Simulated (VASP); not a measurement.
Here is a VASP 6.6.1 calculation.

File INCAR:

```
SYSTEM = Ta
PREC = Accurate
ENCUT = 520
EDIFF = 1E-6
ISMEAR = 0
SIGMA = 0.15
LREAL = .FALSE.
LASPH = .TRUE.
NELM = 100
ALGO = Fast
ISIF = 2
LWAVE = .FALSE.
LCHARG = .FALSE.
GGA = PS
NBANDS = 12
```

The input KPOINTS:

```
regular mesh
0
G
  20 20 20
  0 0 0
```

Contents of POSCAR:

```
Ta
1.0
   -1.6409595000      1.6512800000      1.6409595000
    1.6616005000     -1.6512800000      1.6616005000
    1.6409595000      1.6512800000     -1.6409595000
Ta
1
Direct
    0.0000000000      0.0000000000      0.0000000000
```

Potentials or basis: VASP PAW PBE potentials, release 64 (Ta_pv).

The run is started by

```bash
$ cat potpaw_PBE.64/Ta_pv/POTCAR > POTCAR
$ mpirun -np 1 vasp_std > vasp.out
```

Estimate the pressure.

-3.6 GPa.

Stress tensor (GPa, compression positive):
```
-3.63  0.00 -0.96
 0.00 -3.59  0.00
-0.96  0.00 -3.63
```

Caveat: the cell differs from its parent crystal (strain +0.0125 x Voigt [0, 0, 0, 0, 1, 0]); the PAW data sets were made with another functional, which shifts forces and pressure a little.
